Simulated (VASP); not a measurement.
# TiTe (rocksalt type) (Fm-3m) in VASP: notebook, part 2 of 2

VASP 6.6.1. The steps go on from the part before.

## Step 3: Single point, LDA (14.23 Å³/atom)

This run uses another cell than the first one, of 14.23 Å³/atom.

File POSCAR:

```
TiTe
1.0
    0.0000000000      2.4234817765      2.4234817765
    2.4234817765      0.0000000000      2.4234817765
    2.4234817765      2.4234817765      0.0000000000
Ti Te
1 1
Direct
    0.0000000000      0.0000000000      0.0000000000
    0.5000000000      0.5000000000      0.5000000000
```

File INCAR.step1:

```
  ALGO = Normal
  EDIFF = 1E-6
  ENCUT = 520
  GGA = CA
  ISIF = 2
  ISMEAR = -1
  LASPH = T
  LCHARG = T
  LMAXMIX = 4
  LREAL = F
  LWAVE = F
  NBANDS = 16
  NELM = 60
  PREC = Accurate
  SIGMA = 0.05
```

File KPOINTS.step1:

```
k-points
0
Gamma
  12 12 12
```

File INCAR.step2:

```
  ALGO = Normal
  EDIFF = 1E-6
  ENCUT = 520
  GGA = CA
  ICHARG = 11
  ISIF = 2
  ISMEAR = -5
  LASPH = T
  LCHARG = F
  LMAXMIX = 4
  LORBIT = 11
  LREAL = F
  LWAVE = F
  NEDOS = 2001
  NELM = 60
  PREC = Accurate
  SIGMA = 0.05
```

File KPOINTS.step2:

```
k-points
0
Gamma
  18 18 18
```

Potentials or basis: VASP PAW LDA potentials, release 64 (Ti_sv, Te).

Command:

```bash
cat potpaw_LDA.64/Ti_sv/POTCAR potpaw_LDA.64/Te/POTCAR > POTCAR
cp INCAR.step1 INCAR
cp KPOINTS.step1 KPOINTS
mpirun -np 1 vasp_std > vasp.out
cp INCAR.step2 INCAR
cp KPOINTS.step2 KPOINTS
mpirun -np 1 vasp_std > vasp.out
```

OUTCAR:

```text
EDIFF = 1E-6
   ENCUT = 520
   GGA = CA
   ICHARG = 11
   ISIF = 2
   ISMEAR = -5
   LASPH = T
   LORBIT = 11
   LREAL = F
   NELM = 60
   PREC = Accurate

 ion  position               nearest neighbor table
   1  0.000  0.000  0.000-   2 2.42   2 2.42   2 2.42   2 2.42   2 2.42   2 2.42
   2  0.500  0.500  0.500-   1 2.42   1 2.42   1 2.42   1 2.42   1 2.42   1 2.42

  LATTYP: Found a face centered cubic cell.
 ALAT       =     4.8469635530

  Lattice vectors:

 A1 = (   0.0000000000,   2.4234817765,   2.4234817765)
 A2 = (   2.4234817765,   0.0000000000,   2.4234817765)
 A3 = (   2.4234817765,   2.4234817765,   0.0000000000)

Analysis of symmetry for initial positions (statically):
=====================================================================
 Subroutine PRICEL returns:
 Original cell was already a primitive cell.

 Routine SETGRP: Setting up the symmetry group for a
 face centered cubic supercell.

 Subroutine GETGRP returns: Found 48 space group operations
 (whereof 48 operations were pure point group operations)
 out of a pool of 48 trial point group operations.

The static configuration has the point symmetry O_h .

Analysis of symmetry for dynamics (positions and initial velocities):
=====================================================================
 Subroutine PRICEL returns:
 Original cell was already a primitive cell.

 Routine SETGRP: Setting up the symmetry group for a
 face centered cubic supercell.

 Subroutine GETGRP returns: Found 48 space group operations
 (whereof 48 operations were pure point group operations)
 out of a pool of 48 trial point group operations.

The dynamic configuration has the point symmetry O_h .

 Subroutine INISYM returns: Found 48 space group operations
 (whereof 48 operations are pure point group operations),
 and found     1 'primitive' translations

----------------------------------------------------------------------------------------

[... 133 lines left out ...]

 Free energy of the ion-electron system (eV)
  ---------------------------------------------------
  ext. energy  EPLUGINS =         0.00000000
  ---------------------------------------------------
  free energy    TOTEN  =       -10.65933183 eV

  energy without entropy =      -10.65933183  energy(sigma->0) =      -10.65933183

 E-fermi :  15.9348     XC(G=0): -13.0476

 val. band max:       15.9531752112   @ k =  -0.2778   0.5000   0.2222
 cond. band min:      15.9481681537   @ k =  -0.2778   0.2778   0.0000
 fundamental gap:     -0.0050070575
 Fermi energy:        15.9348209743

 k-point     1 :       0.0000    0.0000    0.0000
  band No.  band energies     occupation
      1     -40.3181      2.00000
      2     -17.1223      2.00000
      3     -17.1223      2.00000
      4     -17.1223      2.00000
      5      -0.6585      2.00000
      6      14.3327      2.00000
      7      14.3327      2.00000
      8      14.3327      2.00000
      9      15.2754      2.00000
     10      15.2754      2.00000
     11      15.9920      0.00000
     12      15.9920      0.00000
     13      15.9920      0.00000
[... 354 lines left out ...]
  band No.  band energies     occupation
      1     -40.3038      2.00000
      2     -17.2602      2.00000
      3     -17.1295      2.00000
      4     -17.1075      2.00000
      5       0.5658      2.00000
      6      10.3839      2.00000
      7      11.9867      2.00000
      8      12.0374      2.00000
      9      15.0825      2.00000
     10      15.4855      2.00000
     11      16.5772      0.00000
     12      19.2451      0.00000
     13      20.5461      0.00000

 [... further k-points ...]

------------------------ aborting loop because EDIFF is reached ----------------------------------------

  FORCE on cell =-STRESS in cart. coord.  units (eV):
  Direction    XX          YY          ZZ          XY          YZ          ZX
  --------------------------------------------------------------------------------------
  -------------------------------------------------------------------------------------
  Total       14.8495031     14.8495031     14.8495031      0.0000000      0.0000000      0.0000000
  in kB      835.7439362    835.7439362    835.7439362      0.0000000      0.0000000      0.0000000
  external PRESSURE =     835.7439362 kB  Pullay stress =       0.0000000 kB

 VOLUME and BASIS-vectors are now :
 -----------------------------------------------------------------------------
  energy-cutoff  :      520.00
  volume of cell :       28.47
      direct lattice vectors                 reciprocal lattice vectors
     0.000000000  2.423481777  2.423481777    -0.206314735  0.206314735  0.206314735
     2.423481777  0.000000000  2.423481777     0.206314735 -0.206314735  0.206314735
     2.423481777  2.423481777  0.000000000     0.206314735  0.206314735 -0.206314735

 POSITION                                       TOTAL-FORCE (eV/Angst)
 -----------------------------------------------------------------------------------
      0.00000      0.00000      0.00000         0.000000      0.000000      0.000000
      2.42348      2.42348      2.42348         0.000000      0.000000     -0.000000
 -----------------------------------------------------------------------------------
    total drift:                               -0.000000     -0.000000      0.000000

  FREE ENERGIE OF THE ION-ELECTRON SYSTEM (eV)
  ---------------------------------------------------
  free  energy   TOTEN  =       -10.6593318252 eV

  energy  without entropy=      -10.6593318252  energy(sigma->0) =      -10.65933183

 total charge

# of ion       s       p       d       tot
------------------------------------------
    1        2.202   6.222   2.609  11.033
    2        1.374   2.364   0.209   3.946
--------------------------------------------------
tot          3.576   8.585   2.818  14.979
```

OSZICAR.step1:

```text
N       E                     dE             d eps       ncg     rms          rms(c)
DAV:   1     0.143036236323E+03    0.14304E+03   -0.89019E+03  2312   0.124E+03
DAV:   2    -0.316264465665E+01   -0.14620E+03   -0.14126E+03  2392   0.328E+02
DAV:   3    -0.109944556465E+02   -0.78318E+01   -0.76972E+01  3464   0.729E+01
DAV:   4    -0.112199117641E+02   -0.22546E+00   -0.22535E+00  2632   0.111E+01
DAV:   5    -0.112265399736E+02   -0.66282E-02   -0.66280E-02  3336   0.169E+00    0.174E+01
DAV:   6    -0.107050149429E+02    0.52153E+00   -0.28386E+00  2696   0.197E+01    0.792E+00
DAV:   7    -0.106695333750E+02    0.35482E-01   -0.28288E-01  2776   0.688E+00    0.530E+00
DAV:   8    -0.106659036313E+02    0.36297E-02   -0.39582E-02  3496   0.136E+00    0.751E-01
DAV:   9    -0.106663189110E+02   -0.41528E-03   -0.26577E-03  2496   0.464E-01    0.365E-01
DAV:  10    -0.106665317960E+02   -0.21288E-03   -0.44908E-04  2792   0.192E-01    0.279E-02
DAV:  11    -0.106665366652E+02   -0.48692E-05   -0.62050E-05  2880   0.422E-02    0.229E-02
DAV:  12    -0.106665368358E+02   -0.17062E-06   -0.38098E-06  2696   0.219E-02
   1 F= -.10666537E+02 E0= -.10660593E+02  d E =-.118867E-01
```

It took 60 s on 1 thread of Intel Xeon Platinum 8375C at 2.90GHz (Ice Lake), shared host; peak memory 0.2 GiB.

What came out:

```yaml
Valence_electrons_inside_the_program's_atomic_spheres: Ti 11.03; Te 3.95
```

Caveat: spin-orbit coupling is left out, which moves the levels of the heavy elements; tetrahedron occupations give inexact forces and stress in metals.
